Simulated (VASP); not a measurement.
A run of VASP 6.6.1 is set up as follows.

INCAR

```
ALGO = Normal ; EDIFF = 1E-6
ENCUT = 520 ; GGA = PE
GGA_COMPAT = False ; ISIF = 2
ISMEAR = -1 ; ISYM = -1
LASPH = True ; LCHARG = False
LREAL = Auto ; LWAVE = False
NBANDS = 86 ; NELECT = 128.0
NELM = 120 ; PREC = Accurate
SIGMA = 0.01
```

KPOINTS

```
explicit points
1
Reciprocal
  0.25000000   0.25000000   0.25000000 1
```

Contents of POSCAR:

```
MgAl15N16
1.0
    6.2595139128      0.0000000578      0.0000000000
   -3.1297570064      5.4208980350      0.0000000000
    0.0000000000      0.0000000000     10.0348065929
Al Mg N
15 1 16
Direct
    0.3336725648      0.1651380118      0.2515302327
    0.3325233179      0.1660897297      0.7501398251
    0.1660936785      0.3327203840      0.9983778064
    0.3335905203      0.6668272575      0.2513589237
    0.1707617165      0.8354531938      0.4974040366
    0.3323200351      0.6645622444      0.7505135684
    0.1656791360      0.8327034614      1.0001795402
    0.8320211875      0.1652182613      0.2513697023
    0.6632596517      0.3278965721      0.4973626398
    0.8340852300      0.1663608104      0.7504928600
    0.6660069363      0.3329838947      1.0001867915
    0.8331047874      0.6657080146      0.2509196024
    0.6636949160      0.8349096638      0.4975085463
    0.8329322839      0.6657028769      0.7477771176
    0.6660999690      0.8326562391      1.0001208383
    0.1652060822      0.3335101876      0.5007800270
    0.3382244701      0.1604705670      0.4363221500
    0.1676350446      0.3310528583      0.1884316750
    0.3326103595      0.1659901047      0.9408544955
    0.1674520798      0.3312289469      0.7033973737
    0.3398266844      0.6830351511      0.4359150088
    0.1658364525      0.8303129682      0.1880690481
    0.3325176105      0.6695365380      0.9411533602
    0.1678760277      0.8313097836      0.6899023985
    0.8155840846      0.1587209448      0.4359083829
    0.6683901506      0.3328869227      0.1880803918
    0.8291728540      0.1661442732      0.9411302766
    0.6673879762      0.3307811982      0.6899103114
    0.8316399952      0.6670572745      0.4401077155
    0.6683288126      0.8304001695      0.1880835662
    0.8314139649      0.6671535534      0.9383983695
    0.6671637627      0.8314108741      0.6904451515
```

Potentials or basis: VASP PAW PBE potentials, release 64 (Al, Mg, N).

The run is started by

```sh
$ cat potpaw_PBE.64/Al/POTCAR potpaw_PBE.64/Mg/POTCAR potpaw_PBE.64/N/POTCAR > POTCAR
$ mpirun -np 1 vasp_std > vasp.out
```

Question: Predict the largest force.

Answer: 0.011 eV/Å.

Forces in eV/Å, atoms in the order of the input:
```
Al  -0.005 -0.001 -0.002
Al   0.007 -0.002  0.005
Al  -0.003 -0.005 -0.003
Al   0.000 -0.004 -0.001
Al   0.004 -0.007  0.003
Al   0.003  0.005 -0.004
Al  -0.003 -0.001  0.004
Al  -0.004 -0.002 -0.004
Al   0.009  0.001  0.006
Al   0.004 -0.003 -0.002
Al  -0.003  0.000  0.002
Al   0.002 -0.004  0.002
Al   0.003  0.001  0.001
Al   0.001  0.003  0.001
Al  -0.003  0.000  0.001
Mg   0.008 -0.006  0.001
N   -0.002  0.005  0.001
N    0.003  0.003  0.001
N    0.004  0.001 -0.007
N   -0.007  0.002 -0.001
N   -0.004  0.001  0.008
N   -0.002  0.001 -0.001
N    0.004  0.001 -0.004
N   -0.004  0.004 -0.004
N   -0.001  0.005  0.009
N    0.003  0.002 -0.004
N    0.000  0.000 -0.002
N   -0.007 -0.002 -0.007
N   -0.002 -0.001  0.005
N    0.000  0.002 -0.002
N    0.003  0.000 -0.004
N   -0.006  0.000  0.003
```

Caveat: the cell carries a net charge on a neutralising background, which shifts energy and pressure.
